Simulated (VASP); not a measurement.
Here is a VASP 6.6.1 calculation.

Contents of INCAR:

```
ALGO     = Normal         # electronic algorithm
EDIFF    = 1E-6           # SCF threshold, eV
ENCUT    = 520            # plane-wave cutoff, eV
GGA      = PS             # functional
ISIF     = 2              # what is computed and relaxed
ISMEAR   = 0              # smearing method
LASPH    = T              # aspherical terms in the spheres
LCHARG   = F              # write CHGCAR
LREAL    = F              # projectors in reciprocal space
LWAVE    = F              # write WAVECAR
NBANDS   = 12             # bands
NELM     = 60             # most SCF steps
PREC     = Accurate       # precision mode
SIGMA    = 0.15           # smearing width, eV
```

KPOINTS

```
k-points
0
Gamma
  22 22 22
```

Contents of POSCAR:

```
Cu
1.0
    0.0000000000      1.8617250000      1.7532750000
    1.8617250000      0.0000000000      1.7532750000
    1.8617250000      1.8617250000      0.0000000000
Cu
1
Direct
    0.0000000000      0.0000000000      0.0000000000
```

Potentials or basis: VASP PAW PBE potentials, release 64 (Cu).

The run is started by

```console
$ cat potpaw_PBE.64/Cu/POTCAR > POTCAR
$ mpirun -np 1 vasp_std > vasp.out
```

Question: Estimate the pressure.

Answer: -9.3 GPa.

Stress tensor (GPa, compression positive):
```
-10.16   0.00   0.00
  0.00 -10.16   0.00
  0.00   0.00  -7.54
```

Caveat: the cell differs from its parent crystal (strain +0.030 along x and y, -0.030 along z); the PAW data sets were made with another functional, which shifts forces and pressure a little.
